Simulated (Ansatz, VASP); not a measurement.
# Zr in VASP and in Ansatz

Contents of INCAR:

```
SYSTEM = Zr
  ALGO = Normal
  EDIFF = 1E-6
  ENCUT = 500
  GGA = RP
  GGA_COMPAT = .False.
  ISIF = 2
  ISMEAR = -1
  IVDW = 13
  LASPH = .True.
  LCHARG = .False.
  LREAL = .False.
  LWAVE = .False.
  NBANDS = 19
  NELM = 120
  PREC = Accurate
  SIGMA = 0.05
```

File KPOINTS:

```
k-points
0
Gamma
  9 9 5
  0 0 0
```

The input POSCAR:

```
Zr
1.0
    3.2745311931      0.0000000000      0.0000000000
   -1.6372655966      2.8358271987      0.0000000000
    0.0000000000      0.0000000000      5.2147314515
Zr
2
Direct
    0.6666666667      0.3333333333      0.7500000000
    0.3333333333      0.6666666667      0.2500000000
```

Contents of input.yaml:

```yaml
crystal:
  lattice:
    - [3.2745311931, 0.0, 0.0]
    - [-1.6372655966, 2.8358271987, 0.0]
    - [0.0, 0.0, 5.2147314515]
  atoms:
    - { symbol: Zr, position: [0.6666666667, 0.3333333333, 0.75] }
    - { symbol: Zr, position: [0.3333333333, 0.6666666667, 0.25] }
hamiltonian:
  xc: rpbe
  pseudopotentials: { kind: paw }
  dispersion: d4
kpoints:
  mp_grid: { grid: [9, 9, 5] }
scf:
  occupations: { method: fermi_dirac, width: 0.05 }
output:
  forces: true
  stress: true
  eigenvalues: true
  write_density: true
  write_potential: true
  elf: true
  volumetric_format: npy
```

Alike in both runs: task single point; functional RPBE; dispersion D4; k mesh 9 × 9 × 5; occupations fermi-dirac, width 0.05 eV; no spin polarisation.

|  | VASP | Ansatz |
| --- | --- | --- |
| version | VASP 6.6.1 | Ansatz 0.2.0 |
| potentials or method | VASP PAW PBE potentials, release 64 (Zr_sv) | Ansatz PAW |
| plane-wave cutoff (eV) | 500 | 420 |
| valence electrons in the cell | 24 | 24 |

|  | VASP | Ansatz | Ansatz less VASP |
| --- | --- | --- | --- |
| gap on the k mesh at the Fermi level (eV) | none | none | - |
| pressure (GPa) | -3.0 | -3.0 | -0.01 |
| traceless stress, the component that is largest in VASP (GPa) | 0.35 | 0.35 | +0.006 |

VASP's potentials were made for PBE, not for RPBE. A gap of «none» marks a metal or a gap that the smearing closes.
